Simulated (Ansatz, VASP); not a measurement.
# One calculation of Os3C2, two programs

```xyz
5
Lattice="4.0050 0.0000 0.0000 0.0000 4.0050 0.0000 0.0000 0.0000 4.0050" Properties=species:S:1:pos:R:3 pbc="T T T"
Os    2.0025    0.0000    0.0000
Os    0.0000    2.0025    0.0000
Os    0.0000    0.0000    2.0025
C     2.0025    2.0025    2.0025
C     0.0000    0.0000    0.0000
```

Change from the starting cell: species swapped into the Tl2F3 type (Pm-3m, No. 221).

Alike in both runs: functional PBE; k mesh 4 × 4 × 4; occupations gaussian, width 0.1 eV; no spin polarisation.

Ansatz relaxed the structure, and its values are those at the end. VASP's run is a single point on that final structure, the one shown.

|  | VASP | Ansatz |
| --- | --- | --- |
| version | VASP 6.6.1 | Ansatz 0.2.0 |
| potentials or method | VASP PAW PBE potentials, release 64 (Os, C), cutoff 600 eV | scalar-relativistic, plane waves, PAW |
| valence electrons in the cell | 32 | 56 |

Ansatz gave:

```
gap on the k mesh at the Fermi level (eV) : none
pressure (GPa)                            : -0.1
```

**Question.** Which values does VASP return?

**Answer.** gap on the k mesh at the Fermi level (eV): none; pressure (GPa): 1.5.

A gap of «none» marks a metal or a gap that the smearing closes. VASP's potentials hold 32 valence electrons a cell and Ansatz's 56, so a difference there can come from the potentials and not from the codes.

The k mesh is coarse, so the values compare programs but aren't converged. Neither program's run includes spin-orbit coupling.
